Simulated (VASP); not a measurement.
# Zn (P-1) in VASP: further runs, part 2 of 2

VASP 6.6.1. Earlier steps stand in the parts before.

### Step 3. Relaxation of cell and atoms, PBE, target pressure 2 GPa, at which the enthalpy is minimised

File INCAR:

```
SYSTEM = Zn
PREC = Accurate ; ENCUT = 600
EDIFF = 1E-6 ; ISMEAR = -1
SIGMA = 0.05 ; LREAL = .False.
LASPH = .True. ; NELM = 60
ALGO = Fast ; ISIF = 3
LWAVE = .False. ; LCHARG = .False.
GGA = PE ; IBRION = 2
NSW = 60 ; EDIFFG = -0.01
PSTRESS = 20.0
```

File KPOINTS:

```
regular mesh
0
Gamma
  11 12 12
  0 0 0
```

File POSCAR:

```
Zn
1.0
   -1.5935815700      1.7766151400      1.7460215800
    1.5039206500     -1.5066388000      1.3863843100
    1.5441115400      1.4571687700     -1.4760452300
Zn
1
Direct
    0.0000000000      0.0000000000      0.0000000000
```

Potentials or basis: VASP PAW PBE potentials, release 64 (Zn).

Launch:

```
$ cat potpaw_PBE.64/Zn/POTCAR > POTCAR
$ mpirun -np 1 vasp_std > vasp.out
```

Run time: 56 min. Hardware: 1 thread of Intel Xeon 8259CL, shared host; peak memory 0.42 GiB.

It converged, with:

```yaml
Free_energy: -1.0886 eV
Relaxed_volume: 15.12 Å³/atom
Relaxed_cell: a = 2.728 Å, b = 2.779 Å, c = 2.787 Å, α = 124.46°, β = 97.98°, γ = 108.37°
Space_group_after_relaxing_to_0.1_Å: Immm (No. 71)
Energy_change_on_relaxing_the_run_minimises_the_enthalpy: -76.1 meV/atom
Ionic_steps: 60
Pressure_after_relaxing: 2.0 GPa
Band_gap_on_the_k_mesh: zero (bands 6 and 7 overlap by 5.10 eV)
```

Stress tensor (GPa, compression positive):
```
 2.07 -0.02 -0.06
-0.02  1.94  0.05
-0.06  0.05  2.05
```

Step by step:
| step | energy change (eV) | largest force (eV/Å) | pressure (GPa) | volume (Å³) |
| --- | --- | --- | --- | --- |
| 1 | 0.0000 | 0.0000 | 2.28 | 15.31 |
| 3 | -0.0216 | 0.0000 | 0.95 | 15.41 |
| 5 | -0.0403 | 0.0000 | 0.85 | 15.40 |
| 7 | 0.0805 | 0.0000 | 16.24 | 14.08 |
| 9 | -0.0554 | 0.0000 | 4.20 | 14.87 |
| 11 | -0.0656 | 0.0000 | 3.37 | 15.15 |
| 13 | -0.0722 | 0.0000 | 1.31 | 15.44 |
| 15 | -0.0712 | 0.0000 | 2.03 | 15.26 |
| 17 | -0.0709 | 0.0000 | 2.09 | 15.16 |
| 19 | -0.0717 | 0.0000 | 1.38 | 15.19 |
| 21 | -0.0739 | 0.0000 | 1.42 | 15.21 |
| 23 | -0.0743 | 0.0000 | 2.24 | 15.06 |
| 25 | -0.0754 | 0.0000 | 2.52 | 15.14 |
| 27 | -0.0757 | 0.0000 | 1.76 | 15.17 |
| 29 | -0.0754 | 0.0000 | 1.71 | 15.14 |
| 31 | -0.0753 | 0.0000 | 1.95 | 15.12 |
| 33 | -0.0751 | 0.0000 | 2.32 | 15.11 |
| 35 | -0.0754 | 0.0000 | 2.24 | 15.12 |
| 37 | -0.0757 | 0.0000 | 1.69 | 15.15 |
| 39 | -0.0762 | 0.0000 | 1.81 | 15.16 |
| 41 | -0.0763 | 0.0000 | 1.76 | 15.16 |
| 43 | -0.0760 | 0.0000 | 1.34 | 15.12 |
| 45 | -0.0758 | 0.0000 | 2.48 | 15.10 |
| 47 | -0.0760 | 0.0000 | 2.11 | 15.11 |
| 49 | -0.0767 | 0.0000 | 1.73 | 15.17 |
| 51 | -0.0764 | 0.0000 | 1.36 | 15.14 |
| 53 | -0.0762 | 0.0000 | 1.49 | 15.12 |
| 55 | -0.0759 | 0.0000 | 2.61 | 15.10 |
| 57 | -0.0761 | 0.0000 | 1.81 | 15.12 |
| 59 | -0.0761 | 0.0000 | 1.90 | 15.12 |
| 60 | -0.0761 | 0.0000 | 2.02 | 15.12 |

Final structure:
```yaml
crystal:
  lattice:
    - [-1.30246, 1.79960, 1.58392]
    - [1.27146, -1.84961, 1.63838]
    - [1.32174, 1.81929, -1.64626]
  atoms:
    - { symbol: Zn, position: [0.00000, 0.00000, 0.00000] }
```

Levels at points of the mesh, in eV from the Fermi level:
| k point | band 2 | band 3 | band 4 | band 5 | band 6 | band 7 | band 8 | band 9 | band 10 |
| --- | --- | --- | --- | --- | --- | --- | --- | --- | --- |
| (0.00, 0.00, 0.00) | -7.92 | -7.65 | -7.41 | -7.28 | -7.06 | 14.27 | 16.03 | 17.70 | 19.97 |
| (0.00, 0.50, 0.00) | -8.18 | -7.15 | -6.87 | -6.79 | -1.35 | 1.31 | 9.20 | 10.05 | 13.07 |
| (0.00, 0.00, 0.50) | -7.99 | -7.35 | -6.94 | -6.80 | -2.01 | 0.30 | 11.43 | 12.44 | 15.25 |
| (0.00, 0.50, 0.50) | -7.66 | -7.49 | -7.18 | -6.87 | -3.50 | -2.74 | 17.51 | 18.83 | 19.72 |

Caveat: the cell is relaxed towards a set pressure, so the run minimises the enthalpy, not the energy.

### Step 4. Relaxation of cell and atoms, PBE, target pressure 5 GPa, at which the enthalpy is minimised

File INCAR:

```
SYSTEM = Zn
PREC     = Accurate       ! precision mode
ENCUT    = 600            ! plane-wave cutoff, eV
EDIFF    = 1E-6           ! SCF threshold, eV
ISMEAR   = -1             ! smearing method
SIGMA    = 0.05           ! smearing width, eV
LREAL    = .FALSE.        ! projectors in reciprocal space
LASPH    = .TRUE.         ! aspherical terms in the spheres
NELM     = 80             ! most SCF steps
ALGO     = Fast           ! electronic algorithm
ISIF     = 3              ! what is computed and relaxed
LWAVE    = .FALSE.        ! write WAVECAR
LCHARG   = .FALSE.        ! write CHGCAR
GGA      = PE             ! functional
IBRION   = 2              ! ionic algorithm
NSW      = 60             ! ionic steps
EDIFFG   = -0.01          ! ionic threshold
PSTRESS  = 50.0
```

File KPOINTS:

```
Automatic mesh
0
G
  11 12 12
  0 0 0
```

POSCAR is that of step 3.

Launch:

```
$ cat potpaw_PBE.64/Zn/POTCAR > POTCAR
$ mpirun -np 1 vasp_std > vasp.out
```

Wall time 19 min (1 thread of Intel Xeon 8259CL, shared host); peak memory 0.32 GiB.

Results (log left out):

* Free energy: -1.0770 eV
* Relaxed volume: 14.57 Å³/atom
* Relaxed cell: a = 2.693 Å, b = 2.743 Å, c = 2.751 Å, α = 124.06°, β = 97.88°, γ = 108.81°
* Space group after relaxing (to 0.1 Å): Immm (No. 71)
* Energy change on relaxing (the run minimises the enthalpy): -64.5 meV/atom
* Ionic steps: 20
* Pressure after relaxing: 5.0 GPa
* Band gap on the k mesh: zero (bands 6 and 7 overlap by 5.02 eV)

Stress tensor (GPa, compression positive):
```
4.93 0.00 0.04
0.00 5.07 0.06
0.04 0.06 4.94
```

The path:
| step | energy change (eV) | largest force (eV/Å) | pressure (GPa) | volume (Å³) |
| --- | --- | --- | --- | --- |
| 1 | 0.0000 | 0.0000 | 2.28 | 15.31 |
| 2 | -0.0024 | 0.0000 | 4.92 | 14.74 |
| 3 | 0.0023 | 0.0000 | 5.99 | 14.43 |
| 4 | 0.0242 | 0.0000 | 10.60 | 13.82 |
| 5 | 0.0091 | 0.0000 | 8.01 | 14.19 |
| 6 | -0.0127 | 0.0000 | 5.94 | 14.36 |
| 7 | -0.0553 | 0.0000 | 3.58 | 14.74 |
| 8 | 0.0902 | 0.0000 | 12.87 | 14.95 |
| 9 | -0.0601 | 0.0000 | 3.82 | 14.79 |
| 10 | -0.0620 | 0.0000 | 3.66 | 14.83 |
| 11 | -0.0448 | 0.0000 | 7.38 | 14.49 |
| 12 | -0.0616 | 0.0000 | 4.71 | 14.69 |
| 13 | -0.0620 | 0.0000 | 5.15 | 14.58 |
| 14 | -0.0620 | 0.0000 | 5.17 | 14.58 |
| 15 | -0.0648 | 0.0000 | 4.57 | 14.60 |
| 16 | -0.0650 | 0.0000 | 4.75 | 14.60 |
| 17 | -0.0627 | 0.0000 | 5.17 | 14.52 |
| 18 | -0.0636 | 0.0000 | 5.20 | 14.54 |
| 19 | -0.0637 | 0.0000 | 5.08 | 14.54 |
| 20 | -0.0645 | 0.0000 | 4.98 | 14.57 |

Final structure:
```xyz
1
Lattice="-1.2921 1.7761 1.5585 1.2752 -1.8218 1.6055 1.3012 1.7996 -1.6240" Properties=species:S:1:pos:R:3 pbc="T T T"
Zn    0.0000    0.0000    0.0000
```

Levels at points of the mesh, in eV from the Fermi level:
```csv
k point,band 4,band 5,band 6,band 7,band 8,band 9
"(0.00, 0.00, 0.00)",-7.53,-7.38,-7.14,14.78,16.59,18.24
"(0.00, 0.50, 0.00)",-6.93,-6.85,-1.49,1.39,9.36,10.24
"(0.00, 0.00, 0.50)",-7.00,-6.87,-2.21,0.29,11.83,12.84
"(0.00, 0.50, 0.50)",-7.25,-6.94,-3.67,-2.66,17.78,19.15
```

Caveat: the cell is relaxed towards a set pressure, so the run minimises the enthalpy, not the energy.

### Step 5. The runs side by side

| cell | gap on the mesh (eV) | pressure (GPa) |
| --- | --- | --- |
| relaxed | none | 0.0 |
| relaxed to 2 GPa | none | 2.0 |
| relaxed to 5 GPa | none | 5.0 |

Alike in all rows: task relaxation of cell and atoms; level PBE; potentials or basis VASP PAW PBE potentials, release 64 (Zn); no spin polarisation; k mesh 11 × 12 × 12; cutoff (eV) 600; smearing fermi-dirac 0.05 eV.

Caveats: the cell is relaxed towards a set pressure, so the run minimises the enthalpy, not the energy (at least some runs).

Total energies depend on the potentials used, so only differences within one code and one set of settings carry meaning.
